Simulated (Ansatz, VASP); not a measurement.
**GaAs: VASP beside Ansatz**

```
CELL_PARAMETERS angstrom
0.00000 2.82685 2.82685
2.82685 0.00000 2.82685
2.82685 2.82685 0.00000
ATOMIC_POSITIONS crystal
Ga 0.00000 0.00000 0.00000
As 0.25000 0.25000 0.25000
```

Alike in both runs: task single point; functional LDA; k mesh 5 × 5 × 5; no spin polarisation.

|  | VASP | Ansatz |
| --- | --- | --- |
| version | VASP 6.6.1 | Ansatz 0.2.0 |
| potentials or method | VASP PAW LDA potentials, release 64 (Ga_d, As) | plane waves, PAW |
| plane-wave cutoff (eV) | 500 | 420 |
| occupations | gaussian, width 0.01 eV | fixed |
| valence electrons in the cell | 18 | 28 |

VASP gave:

* gap on the k mesh at the Fermi level (eV): 0.32
* pressure (GPa): -1.6

Problem. What did Ansatz give for the same quantities?

Solution. gap on the k mesh at the Fermi level (eV): 0.27; pressure (GPa): -1.9.

LDA's correlation is that of Perdew and Zunger in VASP and of Perdew and Wang (1992) in Ansatz. VASP's potentials hold 18 valence electrons a cell and Ansatz's 28, so a difference there can come from the potentials and not from the codes.
